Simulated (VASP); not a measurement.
Here is a VASP 6.6.1 calculation.

INCAR

```
ALGO = Normal
EDIFF = 1E-7
ENCUT = 520
GGA = PS
ISIF = 2
ISMEAR = 1
LASPH = True
LCHARG = False
LREAL = False
LWAVE = False
NBANDS = 22
NELM = 80
PREC = Accurate
SIGMA = 0.1
```

File KPOINTS:

```
k-points
0
Gamma
  6 6 6
```

Contents of POSCAR:

```
Pt
1.0
    3.9098690000      0.0000000000      0.0000000000
    0.0000000000      3.9098690000      0.0000000000
    0.0000000000      0.0000000000      3.9098690000
Pt
3
Direct
    0.5000000000      0.0000000000      0.0000000000
    0.0000000000      0.5000000000      0.0000000000
    0.0000000000      0.0000000000      0.5000000000
```

Potentials or basis: VASP PAW PBE potentials, release 64 (Pt).

Run with:

```sh
$ cat potpaw_PBE.64/Pt/POTCAR > POTCAR
$ mpirun -np 1 vasp_std > vasp.out
```

Task: What does it give for the pressure?

Result: -20.9 GPa.

Task: Estimate the band gap on the k mesh.

Result: Zero (band 15 reaches 7.63 eV, above the bottom of band 16 at 6.07 eV).

Caveat: the PAW data sets were made with another functional, which shifts forces and pressure a little; spin-orbit coupling is left out, which moves the levels of the heavy elements.
